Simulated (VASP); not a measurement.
Wanted: the native input for a VASP 6.6.1 run.

| Quantity | Value |
| --- | --- |
| Task | single point |
| Functional | PBE |
| Potentials or basis | VASP PAW PBE potentials, release 64 (Sc_sv) |
| Cutoff | 520 eV |
| k mesh | 18 × 18 × 10 |
| Occupations | gaussian, width 0.15 eV |
| Spin | no spin polarisation |
| Dipole correction | no |
| Further INCAR settings | ALGO = Fast; EDIFF = 1e-07; NBANDS = 18 |

The structure of Sc lies in POSCAR:

```
Sc
1.0
    3.2591659288      0.0000000000      0.0000000000
   -1.6295829644      2.8225204895      0.0000000000
    0.0000000000      0.0000000000      5.1099600000
Sc
2
Direct
    0.3333333333      0.6666666667      0.2500000000
    0.6666666667      0.3333333333      0.7500000000
```

This cell differs from its parent crystal: strain -0.015 along x and y, -0.030 along z.

These files were run (other wordings do the same):

INCAR

```
PREC = Accurate
ENCUT = 520
EDIFF = 1E-7
ISMEAR = 0
SIGMA = 0.15
LREAL = False
LASPH = True
NELM = 60
ALGO = Fast
ISIF = 2
LWAVE = False
LCHARG = False
GGA = PE
NBANDS = 18
```

KPOINTS

```
regular mesh
0
Gamma
  18 18 10
```

Potentials or basis: VASP PAW PBE potentials, release 64 (Sc_sv).

The run is started by

```console
$ cat potpaw_PBE.64/Sc_sv/POTCAR > POTCAR
$ mpirun -np 1 vasp_std > vasp.out
```

Results of the run:

```
Pressure               : 2.9 GPa
Band gap on the k mesh : zero (band 11 reaches 4.95 eV, above the bottom of band 12 at 3.41 eV)
```

Caveat: the cell differs from its parent crystal (strain -0.015 along x and y, -0.030 along z).

Run time: 4.6 min on 1 thread of AMD EPYC 7R13 (shared host), peak memory 0.25 GiB.
